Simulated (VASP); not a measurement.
A run of VASP 6.6.1 is set up as follows.

The input INCAR:

```
PREC = Accurate
ENCUT = 520
EDIFF = 1E-7
ISMEAR = -1
SIGMA = 0.03
LREAL = False
LASPH = True
NELM = 80
ALGO = Normal
ISIF = 2
LWAVE = False
LCHARG = False
GGA = PE
NBANDS = 16
```

The input KPOINTS:

```
regular mesh
0
Gamma
  6 6 5
```

File POSCAR:

```
Se
1.0
    4.2770688178      0.0000000000      0.0000000000
   -2.1385344090      3.7040502500      0.0000000000
    0.0000000000      0.0000000000      4.8524777481
Se
3
Direct
    0.2254000000      0.0000000000      0.3333333333
    0.0000000000      0.2254000000      0.6666666667
    0.7746000000      0.7746000000      0.0000000000
```

Potentials or basis: VASP PAW PBE potentials, release 64 (Se).

The run is started by

```bash
$ cat potpaw_PBE.64/Se/POTCAR > POTCAR
$ mpirun -np 1 vasp_std > vasp.out
```

(1) What does it give for the pressure?

(2) What does it give for the largest force?

Answers

(1) 7.3 GPa.

(2) 1.142 eV/Å.

Caveat: the cell stands under pressure; forces of over 1 eV/Å act on the atoms, so gaps and moduli don't describe the material at rest.
